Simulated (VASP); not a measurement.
# Ta (R-3m) in VASP: a series of runs

The runs below take Ta through single point, with PBE.

Everything below comes from runs of VASP 6.6.1. Logs are shortened: lines on timing, memory, paths and dates and some standing lists are left out, and cuts for length are marked.

### 1 The cell of the first run

It takes space group R-3m (No. 166, trigonal). The conventional cell has a = 4.795 Å, b = 4.795 Å, c = 2.422 Å, α = 90.00°, β = 90.00°, γ = 120.00°. Within 3.2 Å of Ta (site symmetry -3m) lie 8 Ta at 2.42 to 2.88 Å.

### 2 Single point, PBE (strained)

The input, INCAR:

```
SYSTEM = Ta
ALGO = Normal
EDIFF = 1E-6
ENCUT = 520
GGA = PE
ISIF = 2
ISMEAR = 0
LASPH = .True.
LCHARG = .False.
LREAL = .False.
LWAVE = .False.
NBANDS = 12
NELM = 60
PREC = Accurate
SIGMA = 0.1
```

The input, KPOINTS:

```
k-points
0
Gamma
  18 18 18
  0 0 0
```

The input, POSCAR:

```
Ta
1.0
   -1.5963088888      1.7944624888      1.5963088888
    1.7944624888     -1.5963088888      1.5963088888
    1.3981552888      1.3981552888     -1.3981552888
Ta
1
Direct
    0.0000000000      0.0000000000      0.0000000000
```

Potentials or basis: VASP PAW PBE potentials, release 64 (Ta_pv).

Run with:

```console
> cat potpaw_PBE.64/Ta_pv/POTCAR > POTCAR
> mpirun -np 1 vasp_std > vasp.out
```

OUTCAR:

```text
SYSTEM = Ta
   EDIFF = 1E-6
   ENCUT = 520
   GGA = PE
   ISIF = 2
   ISMEAR = 0
   LASPH = .True.
   LREAL = .False.
   NELM = 60
   PREC = Accurate

 ion  position               nearest neighbor table
   1  0.000  0.000  0.000-

  LATTYP: Found a trigonal (rhomboedric) cell.
 ALAT       =     2.8838342117
 COS(alpha) =    -0.3824722980

  Lattice vectors:

 A1 = (   1.5963088888,  -1.7944624888,  -1.5963088888)
 A2 = (  -1.7944624888,   1.5963088888,  -1.5963088888)
 A3 = (   1.5963088888,   1.5963088888,   1.7944624888)

Analysis of symmetry for initial positions (statically):
=====================================================================
 Subroutine PRICEL returns:
 Original cell was already a primitive cell.

 Routine SETGRP: Setting up the symmetry group for a
 trigonal (rhombohedral) supercell.

 Subroutine GETGRP returns: Found 12 space group operations
 (whereof 12 operations were pure point group operations)
 out of a pool of 12 trial point group operations.

The static configuration has the point symmetry D_3d.

Analysis of symmetry for dynamics (positions and initial velocities):
=====================================================================
 Subroutine PRICEL returns:
 Original cell was already a primitive cell.

 Routine SETGRP: Setting up the symmetry group for a
 trigonal (rhombohedral) supercell.

 Subroutine GETGRP returns: Found 12 space group operations
 (whereof 12 operations were pure point group operations)
 out of a pool of 12 trial point group operations.

The dynamic configuration has the point symmetry D_3d.

 Subroutine INISYM returns: Found 12 space group operations
 (whereof 12 operations are pure point group operations),
 and found     1 'primitive' translations

----------------------------------------------------------------------------------------

                                     Primitive cell

  volume of cell :      16.0751

  direct lattice vectors                    reciprocal lattice vectors
    -1.596308889  1.794462489  1.596308889     0.000000000  0.294918144  0.294918144
     1.794462489 -1.596308889  1.596308889     0.294918144  0.000000000  0.294918144
     1.398155289  1.398155289 -1.398155289     0.336715426  0.336715426 -0.041797283

  length of vectors
     2.883834212  2.883834212  2.421675997     0.417077238  0.417077238  0.478018378

  position of ions in fractional coordinates (direct lattice)
[... 83 lines left out ...]
   ISIF   =      2    stress and relaxation
   ISYM   =      2    0-nonsym 1-usesym 2-fastsym
   POTIM  = 0.5000    time-step for ionic-motion
   TEBEG  =    0.0;   TEEND  =   0.0 temperature during run
   PSTRESS=    0.0 pullay stress
   NELECT =      11.0000    total number of electrons
   NUPDOWN=      -1.0000    fix difference up-down
   EMIN   =  10.00;   EMAX   =-10.00  energy-range for DOS
   EFERMI =   0.00;   METHOD = LEGACY
   ISMEAR =     0;   SIGMA  =   0.10  broadening in eV -4-tet -1-fermi 0-gaus
   EFERMI_NEDOS =   21; number of points for ismear=-14 and -15
   IALGO  =     38    algorithm
   IMIX   =      4    mixing-type and parameters
     AMIX     =   0.40;   BMIX     =  1.00
     AMIX_MAG =   1.60;   BMIX_MAG =  1.00
  volume/ion in A,a.u.               =      16.08       108.48
  Fermi-wavevector in a.u.,A,eV,Ry     =   1.442630  2.726175 28.316185  2.081181
  Thomas-Fermi vector in A             =   2.561128
   LORBIT       =      0    0 simple, 1 ext, 2 COOP (PROOUT), +10 PAW based schemes
   GGA     = PE    functional components
   LHFCALC =     F    Hartree Fock is set to
   AEXX    =    0.0000 exact exchange contribution
   IVDW    =     0    specifies the selected vdW correction
   LEPSILON=     F    determine dielectric tensor
   LRPA    =     F    only Hartree local field effects (RPA)
 non-spin polarized calculation
 Gauss-broadening in eV      SIGMA  =   0.10
  energy-cutoff  :      520.00
  volume of cell :       16.08
 maximum number of plane-waves:       447
 NGX is ok and might be reduce to    24
   NGX = 11   NGY = 11   NGZ =  9

 number of electron      11.0000001 magnetization

 Free energy of the ion-electron system (eV)
  ---------------------------------------------------
  ext. energy  EPLUGINS =         0.00000000
  ---------------------------------------------------
  free energy    TOTEN  =       -11.31868326 eV

  energy without entropy =      -11.31462375  energy(sigma->0) =      -11.31665351

 E-fermi :   6.6514     XC(G=0): -13.1723

 val. band max:        6.6464572019   @ k =  -0.2222   0.0556   0.3889
 cond. band min:       6.6574117680   @ k =   0.5000   0.3333   0.3889
 fundamental gap:      0.0109545661
 Fermi energy:         6.6513587778

 k-point     1 :       0.0000    0.0000    0.0000
  band No.  band energies     occupation
      1     -26.4857      2.00000
      2     -26.4857      2.00000
      3     -25.3916      2.00000
      4      -1.8118      2.00000
      5       4.9001      2.00000
      6       7.2745      0.00000
      7       7.2745      0.00000
      8      12.3116      0.00000
      9      12.3116      0.00000
     10      19.5750      0.00000
     11      21.5605      0.00000
     12      23.6570      0.00000
[... 331 lines left out ...]
 k-point    24 :       0.3889    0.1111    0.0000
  band No.  band energies     occupation
      1     -27.6915      2.00000
      2     -26.8676      2.00000
      3     -25.4721      2.00000
      4       1.8804      2.00000
      5       3.8974      2.00000
      6       6.7358      0.23244
      7      12.6791      0.00000
      8      13.4163      0.00000
      9      14.6066      0.00000
     10      17.4436      0.00000
     11      20.2300      0.00000
     12      21.5684      0.00000

 [... further k-points ...]

------------------------ aborting loop because EDIFF is reached ----------------------------------------

  FORCE on cell =-STRESS in cart. coord.  units (eV):
  Direction    XX          YY          ZZ          XY          YZ          ZX
  --------------------------------------------------------------------------------------
  -------------------------------------------------------------------------------------
  Total        3.9785148      3.9785148      3.9785148      1.9984545     -1.9984545     -1.9984545
  in kB      396.5328124    396.5328124    396.5328124    199.1830673   -199.1830673   -199.1830673
  external PRESSURE =     396.5328124 kB  Pullay stress =       0.0000000 kB

 VOLUME and BASIS-vectors are now :
 -----------------------------------------------------------------------------
  energy-cutoff  :      520.00
  volume of cell :       16.08
      direct lattice vectors                 reciprocal lattice vectors
    -1.596308889  1.794462489  1.596308889     0.000000000  0.294918144  0.294918144
     1.794462489 -1.596308889  1.596308889     0.294918144  0.000000000  0.294918144
     1.398155289  1.398155289 -1.398155289     0.336715426  0.336715426 -0.041797283

 POSITION                                       TOTAL-FORCE (eV/Angst)
 -----------------------------------------------------------------------------------
      0.00000      0.00000      0.00000         0.000000     -0.000000      0.000000
 -----------------------------------------------------------------------------------
    total drift:                                0.000000      0.000000     -0.000000

  FREE ENERGIE OF THE ION-ELECTRON SYSTEM (eV)
  ---------------------------------------------------
  free  energy   TOTEN  =       -11.3186832619 eV

  energy  without entropy=      -11.3146237512  energy(sigma->0) =      -11.31665351
```

OSZICAR:

```text
N       E                     dE             d eps       ncg     rms          rms(c)
DAV:   1     0.631117055532E+02    0.63112E+02   -0.61512E+03 13952   0.897E+02
DAV:   2    -0.106397371922E+02   -0.73751E+02   -0.71560E+02 15536   0.252E+02
DAV:   3    -0.116642617517E+02   -0.10245E+01   -0.10178E+01 16344   0.279E+01
DAV:   4    -0.116664772372E+02   -0.22155E-02   -0.22154E-02 15248   0.145E+00
DAV:   5    -0.116664829158E+02   -0.56786E-05   -0.56784E-05 15940   0.696E-02    0.175E+01
DAV:   6    -0.114116882661E+02    0.25479E+00   -0.17020E-01 16436   0.457E+00    0.922E+00
DAV:   7    -0.113196504301E+02    0.92038E-01   -0.18026E-01 16428   0.450E+00    0.486E-01
DAV:   8    -0.113186783676E+02    0.97206E-03   -0.42073E-03 14440   0.681E-01    0.121E-01
DAV:   9    -0.113186841985E+02   -0.58309E-05   -0.40610E-05 16584   0.689E-02    0.397E-02
DAV:  10    -0.113186832619E+02    0.93661E-06   -0.71364E-06 15532   0.219E-02
   1 F= -.11318683E+02 E0= -.11316654E+02  d E =-.405951E-02
```

Run time: 44 s. Hardware: 1 thread of Intel Xeon 6975P-C, shared host; peak memory 0.22 GiB.

Results:

```yaml
Free_energy: -11.3187 eV
Pressure: 39.7 GPa
```

Stress tensor (GPa, compression positive):
```
 39.65  19.92 -19.92
 19.92  39.65 -19.92
-19.92 -19.92  39.65
```

Caveat: the cell differs from its parent crystal (strained); spin-orbit coupling is left out, which moves the levels of the heavy elements.

### 3 Single point, PBE (strained)

The input, INCAR:

```
SYSTEM = Ta
PREC = Accurate
ENCUT = 520
EDIFF = 1E-6
ISMEAR = 0
SIGMA = 0.1
LREAL = .False.
LASPH = .True.
NELM = 100
ALGO = Fast
ISIF = 2
LWAVE = .False.
LCHARG = .False.
GGA = PE
NBANDS = 12
```

The input, KPOINTS:

```
regular mesh
0
Gamma
  18 18 18
  0 0 0
```

The input, POSCAR:

```
Ta
1.0
   -1.5150328872      1.5150328872      1.5150328872
    1.7131864872     -1.7131864872      1.9113400872
    1.7131864872      1.9113400872     -1.7131864872
Ta
1
Direct
    0.0000000000      0.0000000000      0.0000000000
```

Potentials or basis: VASP PAW PBE potentials, release 64 (Ta_pv).

Run with:

```console
> cat potpaw_PBE.64/Ta_pv/POTCAR > POTCAR
> mpirun -np 1 vasp_std > vasp.out
```

Wall time 89 s (1 thread of Intel Xeon 6975P-C, shared host); peak memory 0.24 GiB.

The run converged. Its results:

```yaml
Free_energy: -11.6041 eV
Pressure: -10.5 GPa
```

Stress tensor (GPa, compression positive):
```
-10.53  -7.51  -7.51
 -7.51 -10.53   7.51
 -7.51   7.51 -10.53
```

Levels at points of the mesh, in eV from the Fermi level:
| k point | band 3 | band 4 | band 5 | band 6 | band 7 | band 8 | band 9 | band 10 |
| --- | --- | --- | --- | --- | --- | --- | --- | --- |
| (0.00, 0.00, 0.00) | -33.13 | -7.65 | -1.18 | 0.73 | 0.73 | 4.44 | 4.44 | 12.43 |
| (0.50, 0.00, 0.00) | -33.68 | -3.91 | -1.28 | 2.05 | 2.71 | 3.18 | 6.43 | 10.73 |
| (0.00, 0.50, 0.00) | -33.17 | -4.34 | -2.04 | 0.26 | 4.62 | 4.97 | 6.24 | 8.51 |
| (0.50, 0.50, 0.50) | -34.05 | -3.46 | -3.46 | 4.85 | 4.85 | 7.25 | 7.40 | 7.40 |

Caveat: the cell differs from its parent crystal (strained); spin-orbit coupling is left out, which moves the levels of the heavy elements.
